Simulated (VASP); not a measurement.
# BiTe4 (P-43m) in VASP: notebook

Runs on BiTe4. Level: PBE. Tasks: single point.

Program: VASP 6.6.1. These are calculated values, not measurements. Logs are shortened: lines on timing, memory, paths and dates and some standing lists are left out, and cuts for length are marked.

## (1) The cell of the first run

Symmetry: P-43m, No. 215, cubic system. The conventional cell has a = 5.681 Å, b = 5.681 Å, c = 5.681 Å, α = 90.00°, β = 90.00°, γ = 90.00°. Bi (site symmetry -43m) has 4 Te at 2.98 Å within 3.9 Å. Within 3.9 Å of Te (site symmetry 3m) lie 1 Bi at 2.98 Å and 3 Te at 3.17 Å.

The cell was built from a structure type or drawn by symmetry, and may not be a known phase.

## (2) Single point, PBE

The input, INCAR:

```
  PREC = Accurate
  ENCUT = 520
  EDIFF = 1E-7
  ISMEAR = 0
  SIGMA = 0.1
  LREAL = F
  LASPH = T
  NELM = 80
  ALGO = Normal
  ISIF = 2
  LWAVE = F
  LCHARG = T
  GGA = PE
  LELF = T
  LVHAR = T
  NBANDS = 28
```

The input, KPOINTS:

```
regular mesh
0
Gamma
  4 4 4
```

The input, POSCAR:

```
BiTe4
1.0
    5.6810509347      0.0000000000      0.0000000000
    0.0000000000      5.6810509347      0.0000000000
    0.0000000000      0.0000000000      5.6810509347
Bi Te
1 4
Direct
    0.0000000000      0.0000000000      0.0000000000
    0.3026142195      0.3026142195      0.3026142195
    0.6973857805      0.6973857805      0.3026142195
    0.3026142195      0.6973857805      0.6973857805
    0.6973857805      0.3026142195      0.6973857805
```

Potentials or basis: VASP PAW PBE potentials, release 64 (Bi_d, Te).

Run with:

```
> cat potpaw_PBE.64/Bi_d/POTCAR potpaw_PBE.64/Te/POTCAR > POTCAR
> mpirun -np 1 vasp_std > vasp.out
```

OUTCAR:

```text
PREC = Accurate
   ENCUT = 520
   EDIFF = 1E-7
   ISMEAR = 0
   LREAL = F
   LASPH = T
   NELM = 80
   ISIF = 2
   GGA = PE

 ion  position               nearest neighbor table
   1  0.000  0.000  0.000-   2 2.98   3 2.98   4 2.98   5 2.98
   2  0.303  0.303  0.303-   1 2.98   3 3.17   4 3.17   5 3.17
   3  0.697  0.697  0.303-   1 2.98   2 3.17   4 3.17   5 3.17
   4  0.303  0.697  0.697-   1 2.98   2 3.17   3 3.17   5 3.17
   5  0.697  0.303  0.697-   1 2.98   2 3.17   3 3.17   4 3.17

  LATTYP: Found a simple cubic cell.
 ALAT       =     5.6810509347

  Lattice vectors:

 A1 = (   5.6810509347,   0.0000000000,   0.0000000000)
 A2 = (   0.0000000000,   5.6810509347,   0.0000000000)
 A3 = (   0.0000000000,   0.0000000000,   5.6810509347)

Analysis of symmetry for initial positions (statically):
=====================================================================
 Subroutine PRICEL returns:
 Original cell was already a primitive cell.

 Routine SETGRP: Setting up the symmetry group for a
 simple cubic supercell.

 Subroutine GETGRP returns: Found 24 space group operations
 (whereof 24 operations were pure point group operations)
 out of a pool of 48 trial point group operations.

The static configuration has the point symmetry T_d .

Analysis of symmetry for dynamics (positions and initial velocities):
=====================================================================
 Subroutine PRICEL returns:
 Original cell was already a primitive cell.

 Routine SETGRP: Setting up the symmetry group for a
 simple cubic supercell.

 Subroutine GETGRP returns: Found 24 space group operations
 (whereof 24 operations were pure point group operations)
 out of a pool of 48 trial point group operations.

The dynamic configuration has the point symmetry T_d .

 Subroutine INISYM returns: Found 24 space group operations
 (whereof 24 operations are pure point group operations),
 and found     1 'primitive' translations

----------------------------------------------------------------------------------------

                                     Primitive cell

  volume of cell :     183.3522

  direct lattice vectors                    reciprocal lattice vectors
     5.681050935  0.000000000  0.000000000     0.176023769  0.000000000  0.000000000
     0.000000000  5.681050935  0.000000000     0.000000000  0.176023769  0.000000000
     0.000000000  0.000000000  5.681050935     0.000000000  0.000000000  0.176023769

  length of vectors
     5.681050935  5.681050935  5.681050935     0.176023769  0.176023769  0.176023769

  position of ions in fractional coordinates (direct lattice)
     0.000000000  0.000000000  0.000000000
     0.302614220  0.302614220  0.302614220
     0.697385780  0.697385780  0.302614220
     0.302614220  0.697385780  0.697385780
     0.697385780  0.302614220  0.697385780

  ion indices of the primitive-cell ions
   primitive index   ion index
                 1           1
                 2           2
                 3           3
                 4           4
                 5           5

----------------------------------------------------------------------------------------

 KPOINTS: regular mesh

Automatic generation of k-mesh.
 Grid dimensions read from file:
 generate k-points for:    4    4    4

 Generating k-lattice:

  Cartesian coordinates                     Fractional coordinates (reciprocal lattice)
     0.044005942  0.000000000  0.000000000     0.250000000  0.000000000  0.000000000
     0.000000000  0.044005942  0.000000000     0.000000000  0.250000000  0.000000000
     0.000000000  0.000000000  0.044005942     0.000000000  0.000000000  0.250000000

  Length of vectors
     0.044005942  0.044005942  0.044005942

  Shift w.r.t. Gamma in fractional coordinates (k-lattice)
     0.000000000  0.000000000  0.000000000

 Subroutine IBZKPT returns following result:
 ===========================================

 Found     10 irreducible k-points:

 Following reciprocal coordinates:
            Coordinates               Weight
  0.000000  0.000000  0.000000      1.000000
  0.250000  0.000000  0.000000      6.000000
  0.500000  0.000000  0.000000      3.000000
  0.250000  0.250000  0.000000     12.000000
  0.500000  0.250000  0.000000     12.000000
  0.500000  0.500000  0.000000      3.000000
  0.250000  0.250000  0.250000      8.000000
  0.500000  0.250000  0.250000     12.000000
  0.500000  0.500000  0.250000      6.000000
  0.500000  0.500000  0.500000      1.000000
   k-points           NKPTS =     10   k-points in BZ     NKDIM =     10   number of bands    NBANDS=     28
   number of dos      NEDOS =    301   number of ions     NIONS =      5
   total plane-waves  NPLWV =  74088
   dimension x,y,z NGX =    42 NGY =   42 NGZ =   42
   dimension x,y,z NGXF=    84 NGYF=   84 NGZF=   84
   ions per type =               1   4
   NGX,Y,Z   is equivalent  to a cutoff of  12.29, 12.29, 12.29 a.u.
   NGXF,Y,Z  is equivalent  to a cutoff of  24.58, 24.58, 24.58 a.u.
 SYSTEM =  unknown system
   PREC   = accura    normal or accurate (medium, high low for compatibility)
   ISTART =      0    job   : 0-new  1-cont  2-samecut
   ICHARG =      2    charge: 1-file 2-atom 10-const
   ISPIN  =      1    spin polarized calculation?
   LNONCOLLINEAR =      F non collinear calculations
   LSORBIT =      F    spin-orbit coupling
   LASPH  =      T    aspherical Exc in radial PAW
   ENCUT  =  520.0 eV  38.22 Ry    6.18 a.u.  10.56 10.56 10.56*2*pi/ulx,y,z
   NELM   =     80;   NELMIN=  2; NELMDL= -5     # of ELM steps
   EDIFF  = 0.1E-06   stopping-criterion for ELM
   LREAL  =      F    real-space projection
   EDIFFG = 0.1E-05   stopping-criterion for IOM
   NSW    =      0    number of steps for IOM
   IBRION =     -1    ionic relax: 0-MD 1-quasi-New 2-CG
   NFREE  =      0    steps in history (QN), initial steepest desc. (CG)
   ISIF   =      2    stress and relaxation
   ISYM   =      2    0-nonsym 1-usesym 2-fastsym
   POTIM  = 0.5000    time-step for ionic-motion
   TEBEG  =    0.0;   TEEND  =   0.0 temperature during run
   PSTRESS=    0.0 pullay stress
   NELECT =      39.0000    total number of electrons
   NUPDOWN=      -1.0000    fix difference up-down
   EMIN   =  10.00;   EMAX   =-10.00  energy-range for DOS
   EFERMI =   0.00;   METHOD = LEGACY
   ISMEAR =     0;   SIGMA  =   0.10  broadening in eV -4-tet -1-fermi 0-gaus
   EFERMI_NEDOS =   21; number of points for ismear=-14 and -15
   IALGO  =     38    algorithm
   IMIX   =      4    mixing-type and parameters
     AMIX     =   0.40;   BMIX     =  1.00
     AMIX_MAG =   1.60;   BMIX_MAG =  1.00
  volume/ion in A,a.u.               =      36.67       247.46
  Fermi-wavevector in a.u.,A,eV,Ry     =   0.977240  1.846715 12.993524  0.954997
  Thomas-Fermi vector in A             =   2.107921
   LORBIT       =      0    0 simple, 1 ext, 2 COOP (PROOUT), +10 PAW based schemes
   GGA     = PE    functional components
   LHFCALC =     F    Hartree Fock is set to
   AEXX    =    0.0000 exact exchange contribution
   IVDW    =     0    specifies the selected vdW correction
   LEPSILON=     F    determine dielectric tensor
   LRPA    =     F    only Hartree local field effects (RPA)
 non-spin polarized calculation
 Gauss-broadening in eV      SIGMA  =   0.10
  energy-cutoff  :      520.00
  volume of cell :      183.35
 maximum number of plane-waves:      4972
   NGX = 21   NGY = 21   NGZ = 21

 number of electron      38.9999998 magnetization

 Free energy of the ion-electron system (eV)
  ---------------------------------------------------
  ext. energy  EPLUGINS =         0.00000000
  ---------------------------------------------------
  free energy    TOTEN  =       -14.73667360 eV

  energy without entropy =      -14.72735402  energy(sigma->0) =      -14.73201381

 E-fermi :   4.9349     XC(G=0):  -8.8739

 val. band max:        4.8607282999   @ k =   0.0000   0.0000   0.0000
 cond. band min:       4.9686520259   @ k =   0.5000   0.0000   0.0000
 fundamental gap:      0.1079237260
 Fermi energy:         4.9349409027

 k-point     1 :       0.0000    0.0000    0.0000
  band No.  band energies     occupation
      1     -17.8536      2.00000
      2     -17.8536      2.00000
      3     -17.8536      2.00000
      4     -17.8261      2.00000
      5     -17.8261      2.00000
      6      -8.0080      2.00000
[... 20 lines left out ...]
     27       9.6023      0.00000
     28       9.6425      0.00000

 k-point     2 :       0.2500    0.0000    0.0000
  band No.  band energies     occupation
      1     -17.8537      2.00000
      2     -17.8537      2.00000
      3     -17.8536      2.00000
      4     -17.8261      2.00000
      5     -17.8258      2.00000
      6      -7.8046      2.00000
[... 20 lines left out ...]
     27      10.1817      0.00000
     28      10.6479      0.00000

 k-point     3 :       0.5000    0.0000    0.0000
  band No.  band energies     occupation
      1     -17.8538      2.00000
      2     -17.8538      2.00000
      3     -17.8536      2.00000
      4     -17.8260      2.00000
      5     -17.8256      2.00000
      6      -7.3416      2.00000
[... 20 lines left out ...]
     27      10.1243      0.00000
     28      11.7763      0.00000

 k-point     4 :       0.2500    0.2500    0.0000
  band No.  band energies     occupation
      1     -17.8538      2.00000
      2     -17.8537      2.00000
      3     -17.8537      2.00000
      4     -17.8259      2.00000
      5     -17.8257      2.00000
      6      -7.6211      2.00000
[... 144 lines left out ...]
     27      11.1315      0.00000
     28      11.1591      0.00000

 k-point     9 :       0.5000    0.5000    0.2500
  band No.  band energies     occupation
      1     -17.8540      2.00000
      2     -17.8539      2.00000
      3     -17.8539      2.00000
      4     -17.8256      2.00000
      5     -17.8254      2.00000
      6      -7.2718      2.00000
[... 20 lines left out ...]
     27      10.8967      0.00000
     28      10.8967      0.00000

 k-point    10 :       0.5000    0.5000    0.5000
  band No.  band energies     occupation
      1     -17.8540      2.00000
      2     -17.8540      2.00000
      3     -17.8540      2.00000
      4     -17.8253      2.00000
      5     -17.8253      2.00000
      6      -7.3439      2.00000
[... 20 lines left out ...]
     27      10.5404      0.00000
     28      10.5404      0.00000

------------------------ aborting loop because EDIFF is reached ----------------------------------------

  FORCE on cell =-STRESS in cart. coord.  units (eV):
  Direction    XX          YY          ZZ          XY          YZ          ZX
  --------------------------------------------------------------------------------------
  -------------------------------------------------------------------------------------
  Total        0.0240002      0.0240002      0.0240002      0.0000000      0.0000000     -0.0000000
  in kB        0.2097195      0.2097195      0.2097195      0.0000000      0.0000000     -0.0000000
  external PRESSURE =       0.2097195 kB  Pullay stress =       0.0000000 kB

 VOLUME and BASIS-vectors are now :
 -----------------------------------------------------------------------------
  energy-cutoff  :      520.00
  volume of cell :      183.35
      direct lattice vectors                 reciprocal lattice vectors
     5.681050935  0.000000000  0.000000000     0.176023769  0.000000000  0.000000000
     0.000000000  5.681050935  0.000000000     0.000000000  0.176023769  0.000000000
     0.000000000  0.000000000  5.681050935     0.000000000  0.000000000  0.176023769

 POSITION                                       TOTAL-FORCE (eV/Angst)
 -----------------------------------------------------------------------------------
      0.00000      0.00000      0.00000         0.000000     -0.000000     -0.000000
      1.71917      1.71917      1.71917        -0.004516     -0.004516     -0.004516
      3.96188      3.96188      1.71917         0.004516      0.004516     -0.004516
      1.71917      3.96188      3.96188        -0.004516      0.004516      0.004516
      3.96188      1.71917      3.96188         0.004516     -0.004516      0.004516
 -----------------------------------------------------------------------------------
    total drift:                               -0.000000     -0.000000     -0.000000

  FREE ENERGIE OF THE ION-ELECTRON SYSTEM (eV)
  ---------------------------------------------------
  free  energy   TOTEN  =       -14.7366735961 eV

  energy  without entropy=      -14.7273540234  energy(sigma->0) =      -14.73201381
```

Wall time 62 s (1 thread of Intel Xeon 8259CL, shared host); peak memory 0.28 GiB.

What came out:

```
Free energy            : -14.7367 eV
Pressure               : 0.0 GPa
Largest force          : 0.008 eV/Å
Band gap on the k mesh : zero (an odd number of electrons rules out a gap without spin polarisation)
```

Forces on the atoms (eV/Å):
```
Bi   0.000  0.000  0.000
Te  -0.005 -0.005 -0.005
Te   0.005  0.005 -0.005
Te  -0.005  0.005  0.005
Te   0.005 -0.005  0.005
```

Levels at points of the mesh, in eV from the Fermi level:
| k point | band 17 | band 18 | band 19 | band 20 | band 21 | band 22 |
| --- | --- | --- | --- | --- | --- | --- |
| (0.00, 0.00, 0.00) | -0.30 | -0.30 | -0.30 | -0.07 | -0.07 | -0.07 |
| (0.50, 0.00, 0.00) | -1.32 | -0.69 | -0.69 | 0.03 | 0.03 | 0.77 |
| (0.50, 0.50, 0.00) | -2.40 | -0.70 | 0.19 | 0.19 | 1.06 | 1.37 |
| (0.50, 0.50, 0.50) | -0.46 | -0.46 | -0.46 | 0.82 | 0.82 | 0.82 |

Caveat: spin-orbit coupling is left out, which moves the levels of the heavy elements.

[end of part 1 of 2]
